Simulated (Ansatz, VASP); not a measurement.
# Zr2N in VASP and in Ansatz

Contents of POSCAR:

```
Zr2N
1.0
    5.4130027300      0.0000000000      0.0000000000
    0.0000000000      5.4130027300      0.0000000000
    0.0000000000      0.0000000000      3.3077891900
Zr N
4 2
Direct
    0.2961254600      0.2961254600      0.0000000000
    0.7038745400      0.7038745400      0.0000000000
    0.7961254600      0.2038745400      0.5000000000
    0.2038745400      0.7961254600      0.5000000000
    0.0000000000      0.0000000000      0.0000000000
    0.5000000000      0.5000000000      0.5000000000
```

INCAR.step1

```
SYSTEM = Zr2N
PREC = Accurate
ENCUT = 600
ISMEAR = 0
SIGMA = 0.1
LREAL = .False.
LASPH = .True.
NELM = 80
GGA = PE
ALGO = Normal
EDIFF = 1E-4
LWAVE = .True.
LCHARG = .False.
```

The input INCAR.step2:

```
SYSTEM = Zr2N
PREC = Accurate
ENCUT = 600
EDIFF = 1E-6
ISMEAR = 0
SIGMA = 0.1
LREAL = .False.
LASPH = .True.
NELM = 80
ALGO = Normal
ISIF = 3
LWAVE = .False.
LCHARG = .False.
METAGGA = R2SCAN
LMIXTAU = .True.
IBRION = 2
NSW = 80
EDIFFG = -0.01
ISTART = 1
```

The input KPOINTS:

```
Automatic mesh
0
Gamma
  1 1 2
  0 0 0
```

Input for Ansatz:

```yaml
crystal:
  lattice:
    - [5.41300273, 0.0, 0.0]
    - [0.0, 5.41300273, 0.0]
    - [0.0, 0.0, 3.30778919]
  atoms:
    - { symbol: Zr, position: [0.29612546, 0.29612546, 0.0] }
    - { symbol: Zr, position: [0.70387454, 0.70387454, 0.0] }
    - { symbol: Zr, position: [0.79612546, 0.20387454, 0.5] }
    - { symbol: Zr, position: [0.20387454, 0.79612546, 0.5] }
    - { symbol: "N", position: [0.0, 0.0, 0.0] }
    - { symbol: "N", position: [0.5, 0.5, 0.5] }
basis:
  ecutwfc: 500
kpoints:
  mp_grid: { grid: [1, 1, 2] }
hamiltonian:
  xc: r2scan
scf:
  occupations: { method: gaussian, width: 0.1 }
output:
  forces: true
  stress: true
  eigenvalues: true
relax:
  adjacent_minimum: "off"
  f_tol: 0.01
  max_steps: 60
  cell: { stress_tol: 0.05 }
```

Alike in both runs: task relaxation of cell and atoms; functional r2SCAN; k mesh 1 × 1 × 2; occupations gaussian, width 0.1 eV; no spin polarisation.

|  | VASP | Ansatz |
| --- | --- | --- |
| version | VASP 6.6.1 | Ansatz 0.2.0 |
| potentials or method | VASP PAW PBE potentials, release 64 (Zr_sv, N), cutoff 600 eV | scalar-relativistic, plane waves, PAW |
| valence electrons in the cell | 58 | 58 |

```csv
,VASP,Ansatz,Ansatz less VASP
"gap on the k mesh at the Fermi level, each at its own relaxed structure (eV)",none,none,-
relaxed volume (Å³/atom),16.90,16.89,-0.012
relaxed cell length with the largest relative difference (Å),3.202,3.201,-0.0010
```

VASP's potentials were made for PBE, not for r2SCAN. A gap of «none» marks a metal or a gap that the smearing closes.

The k mesh is coarse, so the values compare programs but aren't converged.
